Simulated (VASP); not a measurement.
A run of VASP 6.6.1 is set up as follows.

File POSCAR:

```
La
1.0
    0.0000000000      3.4581091680      3.4581091680
    3.4581091680      0.0000000000      3.4581091680
    3.4581091680      3.4581091680      0.0000000000
La
2
Direct
    0.1250000000      0.1250000000      0.1250000000
    0.8750000000      0.8750000000      0.8750000000
```

INCAR.step1

```
ALGO = Normal
EDIFF = 1E-5
ENCUT = 550
GGA = PE
GGA_COMPAT = F
ISMEAR = -1
LASPH = T
LCHARG = F
LMAXMIX = 6
LREAL = F
LWAVE = T
NBANDS = 18
NELM = 200
PREC = Accurate
SIGMA = 0.1
```

The input INCAR.step2:

```
ALGO = Normal
EDIFF = 1E-6
ENCUT = 550
GGA_COMPAT = F
ISIF = 2
ISMEAR = -1
ISTART = 1
LASPH = T
LCHARG = F
LMAXMIX = 6
LMIXTAU = T
LREAL = F
LWAVE = F
METAGGA = R2SCAN
NBANDS = 18
NELM = 200
PREC = Accurate
SIGMA = 0.1
```

Contents of KPOINTS:

```
k-points
0
Gamma
  9 9 9
```

Potentials or basis: VASP PAW PBE potentials, release 64 (La).

Run with:

```sh
$ cat potpaw_PBE.64/La/POTCAR > POTCAR
$ cp INCAR.step1 INCAR
$ mpirun -np 1 vasp_std > vasp.out
$ cp INCAR.step2 INCAR
$ mpirun -np 1 vasp_std > vasp.out
```

Q: What does it give for the pressure?

A: -3.9 GPa.

Q: Estimate the band gap on the k mesh.

A: Zero (bands 11 and 12 overlap by 0.30 eV).

Caveat: the cell stands under tension; the PAW data sets were made with another functional, which shifts forces and pressure a little; spin-orbit coupling is left out, which moves the levels of the heavy elements.
